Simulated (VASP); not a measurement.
Here is a VASP 6.6.1 calculation.

File INCAR:

```
ALGO = Normal ; EDIFF = 1E-6
ENCUT = 520 ; GGA = PE
ISIF = 2 ; ISMEAR = 0
LASPH = True ; LCHARG = False
LREAL = False ; LWAVE = False
NBANDS = 61 ; NELM = 100
PREC = Accurate ; SIGMA = 0.1
```

KPOINTS

```
k-points
0
Gamma
  6 6 6
```

The input POSCAR:

```
Hg3F2
1.0
    3.2091796350      1.8528207261      6.3142853867
   -3.2091796350      1.8528207261      6.3142853867
    0.0000000000     -3.7056414523      6.3142853867
Hg F
6 4
Direct
    0.5112886775      0.9887113225      0.2500000000
    0.2500000000      0.5112886775      0.9887113225
    0.9887113225      0.2500000000      0.5112886775
    0.4887113225      0.0112886775      0.7500000000
    0.7500000000      0.4887113225      0.0112886775
    0.0112886775      0.7500000000      0.4887113225
    0.4132900460      0.4132900460      0.4132900460
    0.0867099540      0.0867099540      0.0867099540
    0.5867099540      0.5867099540      0.5867099540
    0.9132900460      0.9132900460      0.9132900460
```

Potentials or basis: VASP PAW PBE potentials, release 64 (Hg, F).

Command:

```console
$ cat potpaw_PBE.64/Hg/POTCAR potpaw_PBE.64/F/POTCAR > POTCAR
$ mpirun -np 1 vasp_std > vasp.out
```

(1) Predict the pressure.

(2) Estimate the largest force.

(3) Predict the band gap on the k mesh.

Results:

(1) 0.2 GPa.

(2) 0.009 eV/Å.

(3) zero (bands 50 and 51 overlap by 0.80 eV).

Caveat: spin-orbit coupling is left out, which moves the levels of the heavy elements.
